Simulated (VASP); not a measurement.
Input of a VASP 6.6.1 run:

File INCAR:

```
  ALGO = Normal
  EDIFF = 1E-7
  EDIFFG = -0.01
  ENCUT = 600
  GGA = PE
  IBRION = 2
  ISIF = 3
  ISMEAR = 0
  LASPH = T
  LCHARG = F
  LREAL = F
  LWAVE = F
  NELM = 80
  NSW = 100
  PREC = Accurate
  SIGMA = 0.02
```

File KPOINTS:

```
k-points
0
Gamma
  8 8 8
```

File POSCAR:

```
B3Rh
1.0
    4.0270302538      0.0000000000      0.0000000000
    0.0000000000      4.0270302538      0.0000000000
    0.0000000000      0.0000000000      4.0270302538
B Rh
3 1
Direct
    0.0000000000      0.5000000000      0.5000000000
    0.5000000000      0.0000000000      0.5000000000
    0.5000000000      0.5000000000      0.0000000000
    0.5000000000      0.5000000000      0.5000000000
```

Potentials or basis: VASP PAW PBE potentials, release 64 (B, Rh_pv).

Run with:

```bash
$ cat potpaw_PBE.64/B/POTCAR potpaw_PBE.64/Rh_pv/POTCAR > POTCAR
$ mpirun -np 1 vasp_std > vasp.out
```

Q: Estimate the space group after relaxing (to 0.05 Å).

A: Pm-3m (No. 221).

Q: Estimate the band gap on the k mesh.

A: 0.80 eV, direct.

Q: Predict the relaxed volume.

A: 16.37 Å³/atom.

Final structure:
```xyz
4
Lattice="4.0307 0.0000 0.0000 0.0000 4.0307 0.0000 0.0000 0.0000 4.0307" Properties=species:S:1:pos:R:3 pbc="T T T"
B     0.0000    2.0153    2.0153
B     2.0153    0.0000    2.0153
B     2.0153    2.0153    0.0000
Rh    2.0153    2.0153    2.0153
```

A k mesh can miss the band edges.
